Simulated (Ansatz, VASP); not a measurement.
**One calculation of NbSnSe4, two programs**

```
Nb Sn Se
1.0
    -4.13620    3.51771    5.64285
     4.13620   -3.51771    5.64285
     4.13620    3.51771   -5.64285
Nb Sn Se
2 2 8
Direct
  0.50000 0.50000 0.00000
  0.00000 0.50000 0.50000
  0.00000 0.50000 0.00000
  0.00000 0.00000 0.50000
  0.70781 0.72951 0.97829
  0.29219 0.27049 0.02171
  0.25122 0.72951 0.52171
  0.74878 0.27049 0.47829
  0.24788 0.73376 0.98589
  0.75212 0.73801 0.48589
  0.24788 0.26199 0.51411
  0.75212 0.26624 0.01411
```

Alike in both runs: functional PBE; k mesh 2 × 2 × 2; occupations gaussian, width 0.15 eV; no spin polarisation.

Ansatz relaxed the structure, and its values are those at the end. VASP's run is a single point on that final structure, the one shown.

```csv
,VASP,Ansatz
version,VASP 6.6.1,Ansatz 0.2.0
potentials or method,"VASP PAW PBE potentials, release 64 (Nb_sv, Sn_d, Se), cutoff 500 eV","scalar-relativistic, plane waves, PAW"
valence electrons in the cell,102,182
```

|  | VASP | Ansatz | Ansatz less VASP |
| --- | --- | --- | --- |
| gap on the k mesh at the Fermi level (eV) | none | none | - |
| pressure (GPa) | -0.2 | -0.2 | +0.01 |
| rms of the force components (eV/Å) | 0.015 | 0.013 | -0.0021 |

A gap of «none» marks a metal or a gap that the smearing closes. The functional is the same, so the differences come from potentials, cutoffs and numerics. VASP's potentials hold 102 valence electrons a cell and Ansatz's 182, so a difference there can come from the potentials and not from the codes.

The k mesh is coarse, so the values compare programs but aren't converged.
